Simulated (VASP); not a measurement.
Input of a VASP 6.6.1 run:

INCAR

```
PREC = Accurate
ENCUT = 520
EDIFF = 1E-8
ISMEAR = -1
SIGMA = 0.03
LREAL = F
LASPH = T
NELM = 60
ALGO = Normal
ISIF = 2
LWAVE = F
LCHARG = F
GGA = PE
LEFG = T
NBANDS = 35
```

KPOINTS

```
Automatic mesh
0
Gamma
  4 4 6
```

The input POSCAR:

```
SnO2
1.0
    4.6406422521      0.0000000000      0.0000000000
    0.0000000000      4.6406422521      0.0000000000
    0.0000000000      0.0000000000      3.1213531768
Sn O
2 4
Direct
    0.0000000000      0.0000000000      0.0000000000
    0.5000000000      0.5000000000      0.5000000000
    0.3056200000      0.3056200000      0.0000000000
    0.1943800000      0.8056200000      0.5000000000
    0.6943800000      0.6943800000      0.0000000000
    0.8056200000      0.1943800000      0.5000000000
```

Potentials or basis: VASP PAW PBE potentials, release 64 (Sn_d, O).

Launch:

```sh
$ cat potpaw_PBE.64/Sn_d/POTCAR potpaw_PBE.64/O/POTCAR > POTCAR
$ mpirun -np 1 vasp_std > vasp.out
```

Q: Estimate the largest force.

A: 0.287 eV/Å.

Q: What does it give for the pressure?

A: 28.2 GPa.

Q: What does it give for the band gap on the k mesh?

A: 2.00 eV, direct.

Electric field gradients, principal values (V/Å²):
| atom | least | middle | greatest (by size) |
| --- | --- | --- | --- |
| 1 Sn | -10.033 | -53.561 | 63.595 |
| 2 Sn | -10.033 | -53.561 | 63.595 |
| 3 O | 43.541 | 54.003 | -97.545 |
| 4 O | 43.541 | 54.003 | -97.545 |
| 5 O | 43.541 | 54.003 | -97.545 |
| 6 O | 43.541 | 54.003 | -97.545 |

Caveat: without QUAD_EFG the Cq values of the log hold for a quadrupole moment of 1 mb, not for the nuclei; spin-orbit coupling is left out, which moves the levels of the heavy elements.
